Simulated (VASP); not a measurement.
# Si4O (Pmmm) in VASP: further runs

Si4O is run at these levels: PBE; tasks: single point, relaxation of cell and atoms.

Everything below comes from runs of VASP 6.6.1. Logs are shortened: lines on timing, memory, paths and dates and some standing lists are left out, and cuts for length are marked.

## Step 1: The cell of the first run

It takes space group Pmmm (No. 47, orthorhombic). The conventional cell has a = 2.647 Å, b = 5.817 Å, c = 5.884 Å, α = 90.00°, β = 90.00°, γ = 90.00°. Si (site symmetry mm2) has 2 O at 2.02 Å and 6 Si at 2.56 to 2.65 Å within 2.7 Å. Within 3.4 Å of Si (site symmetry m2m) lie 8 Si at 2.47 to 3.35 Å and 2 O at 3.38 Å. O (site symmetry mmm) has 4 Si at 2.02 Å and 2 O at 2.65 Å within 2.7 Å.

The cell was generated, and may not be a known phase.

## Step 2: Single point, PBE

The input, INCAR:

```
PREC     = Accurate       # precision mode
ENCUT    = 520            # plane-wave cutoff, eV
EDIFF    = 1E-6           # SCF threshold, eV
ISMEAR   = 0              # smearing method
SIGMA    = 0.1            # smearing width, eV
LREAL    = False          # projectors in reciprocal space
LASPH    = True           # aspherical terms in the spheres
NELM     = 80             # most SCF steps
ALGO     = Normal         # electronic algorithm
ISIF     = 2              # what is computed and relaxed
LWAVE    = False          # write WAVECAR
LCHARG   = False          # write CHGCAR
GGA      = PE             # functional
NBANDS   = 19             # bands
```

The input, KPOINTS:

```
regular mesh
0
Gamma
  14 8 6
```

The input, POSCAR:

```
Si4O
1.0
    2.6474272771      0.0000000000      0.0000000000
    0.0000000000      5.8844794963      0.0000000000
    0.0000000000      0.0000000000      5.8165015169
Si O
4 1
Direct
    0.5000000000      0.2602289766      0.0000000000
    0.5000000000      0.7397710234      0.0000000000
    0.0000000000      0.5000000000      0.7123351084
    0.0000000000      0.5000000000      0.2876648916
    0.0000000000      0.0000000000      0.0000000000
```

Potentials or basis: VASP PAW PBE potentials, release 64 (Si, O).

The run is started by

```sh
$ cat potpaw_PBE.64/Si/POTCAR potpaw_PBE.64/O/POTCAR > POTCAR
$ mpirun -np 1 vasp_std > vasp.out
```

OUTCAR:

```text
PREC = Accurate
   ENCUT = 520
   EDIFF = 1E-6
   ISMEAR = 0
   LREAL = False
   LASPH = True
   NELM = 80
   ISIF = 2
   GGA = PE

 ion  position               nearest neighbor table
   1  0.500  0.260  0.000-   5 2.02   5 2.02   3 2.56   3 2.56   4 2.56   4 2.56   2 2.82   2 3.06

   2  0.500  0.740  0.000-   5 2.02   5 2.02   3 2.56   3 2.56   4 2.56   4 2.56   1 2.82   1 3.06

   3  0.000  0.500  0.712-   4 2.47   2 2.56   1 2.56   1 2.56   2 2.56
   4  0.000  0.500  0.288-   3 2.47   2 2.56   1 2.56   1 2.56   2 2.56
   5  0.000  0.000  0.000-   1 2.02   2 2.02   1 2.02   2 2.02

  LATTYP: Found a simple orthorhombic cell.
 ALAT       =     2.6474272771
 B/A-ratio  =     2.1970392038
 C/A-ratio  =     2.2227161997

  Lattice vectors:

 A1 = (  -2.6474272771,   0.0000000000,   0.0000000000)
 A2 = (   0.0000000000,   0.0000000000,   5.8165015169)
 A3 = (   0.0000000000,   5.8844794963,   0.0000000000)

Analysis of symmetry for initial positions (statically):
=====================================================================
 Subroutine PRICEL returns:
 Original cell was already a primitive cell.

 Routine SETGRP: Setting up the symmetry group for a
 simple orthorhombic supercell.

 Subroutine GETGRP returns: Found  8 space group operations
 (whereof  8 operations were pure point group operations)
 out of a pool of  8 trial point group operations.

The static configuration has the point symmetry D_2h.

Analysis of symmetry for dynamics (positions and initial velocities):
=====================================================================
 Subroutine PRICEL returns:
 Original cell was already a primitive cell.

 Routine SETGRP: Setting up the symmetry group for a
 simple orthorhombic supercell.

 Subroutine GETGRP returns: Found  8 space group operations
 (whereof  8 operations were pure point group operations)
 out of a pool of  8 trial point group operations.

The dynamic configuration has the point symmetry D_2h.

 Subroutine INISYM returns: Found  8 space group operations
 (whereof  8 operations are pure point group operations),
 and found     1 'primitive' translations

----------------------------------------------------------------------------------------

                                     Primitive cell

  volume of cell :      90.6137

  direct lattice vectors                    reciprocal lattice vectors
     2.647427277  0.000000000  0.000000000     0.377725201  0.000000000  0.000000000
     0.000000000  5.884479496  0.000000000     0.000000000  0.169938565  0.000000000
     0.000000000  0.000000000  5.816501517     0.000000000  0.000000000  0.171924652

  length of vectors
     2.647427277  5.884479496  5.816501517     0.377725201  0.169938565  0.171924652

  position of ions in fractional coordinates (direct lattice)
     0.500000000  0.260228977  0.000000000
     0.500000000  0.739771023  0.000000000
     0.000000000  0.500000000  0.712335108
     0.000000000  0.500000000  0.287664892
     0.000000000  0.000000000  0.000000000

  ion indices of the primitive-cell ions
   primitive index   ion index
                 1           1
                 2           2
                 3           3
                 4           4
                 5           5

----------------------------------------------------------------------------------------

 KPOINTS: regular mesh

Automatic generation of k-mesh.
 Grid dimensions read from file:
 generate k-points for:   14    8    6

 Generating k-lattice:

  Cartesian coordinates                     Fractional coordinates (reciprocal lattice)
     0.026980371  0.000000000  0.000000000     0.071428571  0.000000000  0.000000000
     0.000000000  0.021242321  0.000000000     0.000000000  0.125000000  0.000000000
     0.000000000  0.000000000  0.028654109     0.000000000  0.000000000  0.166666667

  Length of vectors
     0.026980371  0.021242321  0.028654109

  Shift w.r.t. Gamma in fractional coordinates (k-lattice)
     0.000000000  0.000000000  0.000000000

 Subroutine IBZKPT returns following result:
 ===========================================

 Found    160 irreducible k-points:

 Following reciprocal coordinates:
            Coordinates               Weight
  0.000000  0.000000  0.000000      1.000000
  0.071429  0.000000  0.000000      2.000000
  0.142857  0.000000  0.000000      2.000000
  0.214286  0.000000  0.000000      2.000000
  0.285714  0.000000  0.000000      2.000000
  0.357143  0.000000  0.000000      2.000000
[... 16 lines left out ...]
  0.428571  0.250000  0.000000      4.000000
  0.500000  0.250000  0.000000      2.000000
 [... further k-points ...]
   k-points           NKPTS =    160   k-points in BZ     NKDIM =    160   number of bands    NBANDS=     19
   number of dos      NEDOS =    301   number of ions     NIONS =      5
   total plane-waves  NPLWV =  46080
   dimension x,y,z NGX =    20 NGY =   48 NGZ =   48
   dimension x,y,z NGXF=    40 NGYF=   96 NGZF=   96
[... 35 lines left out ...]
  Fermi-wavevector in a.u.,A,eV,Ry     =   1.021295  1.929967 14.191460  1.043043
  Thomas-Fermi vector in A             =   2.154911
   LORBIT       =      0    0 simple, 1 ext, 2 COOP (PROOUT), +10 PAW based schemes
   GGA     = PE    functional components
   LHFCALC =     F    Hartree Fock is set to
   AEXX    =    0.0000 exact exchange contribution
   IVDW    =     0    specifies the selected vdW correction
   LEPSILON=     F    determine dielectric tensor
   LRPA    =     F    only Hartree local field effects (RPA)
 non-spin polarized calculation
 Gauss-broadening in eV      SIGMA  =   0.10
  energy-cutoff  :      520.00
  volume of cell :       90.61
 maximum number of plane-waves:      2466
 NGX is ok and might be reduce to    20
   NGX =  9   NGY = 21   NGZ = 21

 number of electron      21.9999995 magnetization

 Free energy of the ion-electron system (eV)
  ---------------------------------------------------
  ext. energy  EPLUGINS =         0.00000000
  ---------------------------------------------------
  free energy    TOTEN  =       -26.25855716 eV

  energy without entropy =      -26.25372106  energy(sigma->0) =      -26.25613911

 E-fermi :   6.0315     XC(G=0):  -9.0579

 val. band max:        6.0300858953   @ k =   0.5000   0.2500   0.3333
 cond. band min:       6.0319375984   @ k =   0.5000   0.3750   0.5000
 fundamental gap:      0.0018517031
 Fermi energy:         6.0315264988

 k-point     1 :       0.0000    0.0000    0.0000
  band No.  band energies     occupation
      1     -15.4223      2.00000
      2      -7.1334      2.00000
      3      -5.2785      2.00000
      4      -3.2974      2.00000
      5      -1.8408      2.00000
      6       0.4177      2.00000
[... 11 lines left out ...]
     18      12.5877      0.00000
     19      12.9693      0.00000

 k-point     2 :       0.0714    0.0000    0.0000
  band No.  band energies     occupation
      1     -15.3733      2.00000
      2      -7.0347      2.00000
      3      -5.1905      2.00000
      4      -3.1954      2.00000
      5      -1.7495      2.00000
      6       0.4728      2.00000
[... 11 lines left out ...]
     18      12.6047      0.00000
     19      13.0173      0.00000

 k-point     3 :       0.1429    0.0000    0.0000
  band No.  band energies     occupation
      1     -15.2320      2.00000
      2      -6.7403      2.00000
      3      -4.9302      2.00000
      4      -2.8901      2.00000
      5      -1.4970      2.00000
      6      -0.1584      2.00000
[... 11 lines left out ...]
     18      11.0164      0.00000
     19      12.8630      0.00000

 k-point     4 :       0.2143    0.0000    0.0000
  band No.  band energies     occupation
      1     -15.0157      2.00000
      2      -6.2580      2.00000
      3      -4.5101      2.00000
      4      -2.3842      2.00000
      5      -1.5085      2.00000
      6      -0.7376      2.00000
[... 407 lines left out ...]
     18      11.1601      0.00000
     19      12.0535      0.00000

 k-point    23 :       0.4286    0.2500    0.0000
  band No.  band energies     occupation
      1     -14.3067      2.00000
      2      -4.4339      2.00000
      3      -3.6787      2.00000
      4      -1.9387      2.00000
      5      -0.5906      2.00000
      6       0.3494      2.00000
[... 11 lines left out ...]
     18      11.3033      0.00000
     19      12.7073      0.00000

 k-point    24 :       0.5000    0.2500    0.0000
  band No.  band energies     occupation
      1     -14.2352      2.00000
      2      -4.4198      2.00000
      3      -3.1788      2.00000
      4      -2.0192      2.00000
      5      -1.1400      2.00000
      6       1.1634      2.00000
[... 11 lines left out ...]
     18      11.5817      0.00000
     19      12.2124      0.00000

 [... further k-points ...]

------------------------ aborting loop because EDIFF is reached ----------------------------------------

  FORCE on cell =-STRESS in cart. coord.  units (eV):
  Direction    XX          YY          ZZ          XY          YZ          ZX
  --------------------------------------------------------------------------------------
  -------------------------------------------------------------------------------------
  Total        0.0109312      0.0498462     -0.0365825      0.0000000      0.0000000     -0.0000000
  in kB        0.1932782      0.8813500     -0.6468298      0.0000000      0.0000000     -0.0000000
  external PRESSURE =       0.1425995 kB  Pullay stress =       0.0000000 kB

 VOLUME and BASIS-vectors are now :
 -----------------------------------------------------------------------------
  energy-cutoff  :      520.00
  volume of cell :       90.61
      direct lattice vectors                 reciprocal lattice vectors
     2.647427277  0.000000000  0.000000000     0.377725201  0.000000000  0.000000000
     0.000000000  5.884479496  0.000000000     0.000000000  0.169938565  0.000000000
     0.000000000  0.000000000  5.816501517     0.000000000  0.000000000  0.171924652

 POSITION                                       TOTAL-FORCE (eV/Angst)
 -----------------------------------------------------------------------------------
      1.32371      1.53131      0.00000        -0.000000      0.021141      0.000000
      1.32371      4.35317      0.00000        -0.000000     -0.021141      0.000000
      0.00000      2.94224      4.14330        -0.000000     -0.000000     -0.000156
      0.00000      2.94224      1.67320         0.000000      0.000000      0.000156
      0.00000      0.00000      0.00000        -0.000000     -0.000000      0.000000
 -----------------------------------------------------------------------------------
    total drift:                               -0.000000     -0.000000     -0.000000

  FREE ENERGIE OF THE ION-ELECTRON SYSTEM (eV)
  ---------------------------------------------------
  free  energy   TOTEN  =       -26.2585571568 eV

  energy  without entropy=      -26.2537210609  energy(sigma->0) =      -26.25613911
```

It took 3.6 min on 1 thread of Intel Xeon 6975P-C (Granite Rapids), shared host; peak memory 0.34 GiB.

What came out:

```yaml
Free_energy: -26.2586 eV
Pressure: 0.0 GPa
Largest_force: 0.021 eV/Å
Band_gap_on_the_k_mesh: zero (bands 11 and 12 overlap by 4.33 eV)
```

Forces on the atoms (eV/Å):
```
Si   0.000  0.021  0.000
Si   0.000 -0.021  0.000
Si   0.000  0.000  0.000
Si   0.000  0.000  0.000
O    0.000  0.000  0.000
```

Stress tensor (GPa, compression positive):
```
 0.02  0.00  0.00
 0.00  0.09  0.00
 0.00  0.00 -0.06
```

## Step 3: Relaxation of cell and atoms, PBE

This run uses another cell than the first one, of 18.40 Å³/atom.

The input, INCAR:

```
SYSTEM = Si4O
PREC = Accurate
ENCUT = 600
EDIFF = 1E-6
ISMEAR = 0
SIGMA = 0.1
LREAL = .FALSE.
LASPH = .TRUE.
NELM = 100
ALGO = Normal
ISIF = 3
LWAVE = .FALSE.
LCHARG = .FALSE.
GGA = PE
IBRION = 2
NSW = 90
EDIFFG = -0.04
```

The input, KPOINTS:

```
Automatic mesh
0
G
  6 4 4
  0 0 0
```

The input, POSCAR:

```
Si4O
1.0
    2.6031800188      0.0000000000      0.0000000000
    0.0000000000      5.6402272983      0.0000000000
    0.0000000000      0.0000000000      6.2668840180
Si O
4 1
Direct
    0.5000000000      0.2748355490      0.0000000000
    0.5000000000      0.7251644510      0.0000000000
    0.0000000000      0.5000000000      0.7050341166
    0.0000000000      0.5000000000      0.2949658834
    0.0000000000      0.0000000000      0.0000000000
```

Potentials or basis: VASP PAW PBE potentials, release 64 (Si, O).

The run is started by

```sh
$ cat potpaw_PBE.64/Si/POTCAR potpaw_PBE.64/O/POTCAR > POTCAR
$ mpirun -np 1 vasp_std > vasp.out
```

Wall time 2.4 min (1 thread of Intel Xeon 6975P-C (Granite Rapids), shared host); peak memory 0.24 GiB.

It converged, with:

```yaml
Free_energy: -26.1747 eV
Relaxed_volume: 18.49 Å³/atom
Relaxed_cell: a = 2.567 Å, b = 5.826 Å, c = 6.182 Å, α = 90.00°, β = 90.00°, γ = 90.00°
Space_group_after_relaxing_to_0.1_Å: Pmmm (No. 47)
Energy_gained_by_relaxing: 25.0 meV/atom
Ionic_steps: 5
Pressure_after_relaxing: -0.2 GPa
Largest_force_after_relaxing: 0.012 eV/Å
Band_gap_on_the_k_mesh: zero (bands 11 and 12 overlap by 3.39 eV)
```

Forces in eV/Å, atoms in the order of the input:
```
Si   0.000 -0.012  0.000
Si   0.000  0.012  0.000
Si   0.000  0.000  0.000
Si   0.000  0.000  0.000
O    0.000  0.000  0.000
```

Stress tensor (GPa, compression positive):
```
-0.14  0.00  0.00
 0.00 -0.10  0.00
 0.00  0.00 -0.23
```

The path:
| step | energy change (eV) | largest force (eV/Å) | pressure (GPa) | volume (Å³) |
| --- | --- | --- | --- | --- |
| 1 | 0.0000 | 1.0278 | -0.18 | 92.01 |
| 2 | -0.1132 | 0.1452 | 0.68 | 91.69 |
| 3 | -0.1136 | 0.1135 | 0.61 | 91.71 |
| 4 | -0.1245 | 0.0373 | -0.32 | 92.59 |
| 5 | -0.1251 | 0.0121 | -0.16 | 92.43 |

Final structure:
```
CELL_PARAMETERS angstrom
2.56664 0.00000 0.00000
0.00000 5.82553 0.00000
0.00000 0.00000 6.18168
ATOMIC_POSITIONS crystal
Si 0.50000 0.26626 0.00000
Si 0.50000 0.73374 0.00000
Si 0.00000 0.50000 0.70026
Si 0.00000 0.50000 0.29974
O 0.00000 0.00000 0.00000
```

Levels at points of the mesh, in eV from the Fermi level:
| k point | band 7 | band 8 | band 9 | band 10 | band 11 | band 12 | band 13 | band 14 | band 15 |
| --- | --- | --- | --- | --- | --- | --- | --- | --- | --- |
| (0.00, 0.00, 0.00) | -4.59 | -4.56 | -4.03 | -1.39 | -0.45 | 1.30 | 1.70 | 3.82 | 3.97 |
| (0.50, 0.00, 0.00) | -4.59 | -3.95 | -3.88 | -3.27 | -2.21 | -0.99 | 1.05 | 1.19 | 3.21 |
| (0.00, 0.50, 0.00) | -6.75 | -4.59 | -2.57 | -1.45 | 0.72 | 2.00 | 2.45 | 2.78 | 3.56 |
| (0.50, 0.50, 0.00) | -4.53 | -3.79 | -3.28 | -3.26 | -2.56 | -1.64 | 0.31 | 0.83 | 1.68 |
| (0.00, 0.00, 0.50) | -4.59 | -4.27 | -4.26 | -4.21 | -1.12 | 1.83 | 2.29 | 2.43 | 6.00 |
| (0.50, 0.00, 0.50) | -5.61 | -4.50 | -3.84 | -0.74 | -0.12 | 0.20 | 0.60 | 0.72 | 1.19 |
| (0.00, 0.50, 0.50) | -4.78 | -4.58 | -3.76 | -3.37 | 1.50 | 2.07 | 2.47 | 2.55 | 3.03 |
| (0.50, 0.50, 0.50) | -5.33 | -4.73 | -3.17 | -1.55 | -0.33 | -0.31 | 0.01 | 0.49 | 1.48 |

Caveat: the k points lie up to 0.41 Å⁻¹ apart in the final cell, too coarse for converged energies and pressures of a metal.

## Step 4: Single point, PBE

This run uses another cell than the first one, of 18.23 Å³/atom.

The input, INCAR:

```
PREC = Accurate ; ENCUT = 520
EDIFF = 1E-6 ; ISMEAR = 0
SIGMA = 0.1 ; LREAL = F
LASPH = T ; NELM = 60
ALGO = Normal ; ISIF = 2
LWAVE = F ; LCHARG = F
GGA = PE ; NBANDS = 19
```

The input, KPOINTS:

```
regular mesh
0
Gamma
  14 8 8
```

The input, POSCAR:

```
Si4O
1.0
    2.6847482264      0.0000000000      0.0000000000
    0.0000000000      6.0840949552      0.0000000000
    0.0000000000      0.0000000000      5.5804227172
Si O
4 1
Direct
    0.5000000000      0.2512445445      0.0000000000
    0.5000000000      0.7487554555      0.0000000000
    0.0000000000      0.5000000000      0.7200438894
    0.0000000000      0.5000000000      0.2799561106
    0.0000000000      0.0000000000      0.0000000000
```

The run is started by

```sh
$ cat potpaw_PBE.64/Si/POTCAR potpaw_PBE.64/O/POTCAR > POTCAR
$ mpirun -np 1 vasp_std > vasp.out
```

It took 4.2 min on 1 thread of Intel Xeon 6975P-C (Granite Rapids), shared host; peak memory 0.38 GiB.

Results (log left out):

- Free energy: -26.2622 eV
- Pressure: 0.0 GPa
- Largest force: 0.022 eV/Å
- Band gap on the k mesh: zero (bands 11 and 12 overlap by 3.55 eV)

Forces in eV/Å, atoms in the order of the input:
```
Si   0.000  0.022  0.000
Si   0.000 -0.022  0.000
Si   0.000  0.000 -0.001
Si   0.000  0.000  0.001
O    0.000  0.000  0.000
```

Stress tensor (GPa, compression positive):
```
 0.04  0.00  0.00
 0.00  0.09  0.00
 0.00  0.00 -0.08
```

Levels at points of the mesh, in eV from the Fermi level:
```
           k point  band 9  band 10  band 11  band 12  band 13  band 14
(0.00, 0.00, 0.00)   -3.81    -2.07     0.23     3.00     3.38     4.76
(0.50, 0.00, 0.00)   -3.88    -3.11    -1.79    -1.21     0.74     1.00
(0.00, 0.50, 0.00)   -2.47    -0.57     1.55     1.55     1.99     4.49
(0.50, 0.50, 0.00)   -3.56    -3.38    -2.61    -1.77     0.08     0.57
(0.00, 0.00, 0.50)   -2.97    -2.58    -1.35     2.21     3.17     4.05
(0.50, 0.00, 0.50)   -4.40    -1.49    -0.23     0.26     0.75     1.91
(0.00, 0.50, 0.50)   -3.33    -1.76     1.78     1.83     2.24     3.30
(0.50, 0.50, 0.50)   -3.71    -2.48    -0.40    -0.25     0.11     0.56
```

## Step 5: Overview

| task | cell | k mesh | cutoff (eV) | gap on the mesh (eV) | pressure (GPa) | largest force (eV/Å) |
| --- | --- | --- | --- | --- | --- | --- |
| single point | a = 2.647, b = 5.884, c = 5.817 Å, 5 atoms, atomic positions A | 14 × 8 × 6 | 520 | none | 0.0 | 0.02 |
| relaxation of cell and atoms | relaxed from a = 2.603, b = 5.640, c = 6.267 Å, 5 atoms, atomic positions B | 6 × 4 × 4 | 600 | none | -0.2 | 0.01 |
| single point | a = 2.685, b = 6.084, c = 5.580 Å, 5 atoms, atomic positions C | 14 × 8 × 8 | 520 | none | 0.0 | 0.02 |

Alike in all rows: level PBE; potentials or basis VASP PAW PBE potentials, release 64 (Si, O); no spin polarisation; smearing gaussian 0.1 eV.

Caveats: some runs use coarse meshes.

Total energies depend on the potentials used, so only differences within one code and one set of settings carry meaning.

The gap in the log of VASP goes by the Fermi energy; the results here count the filled bands.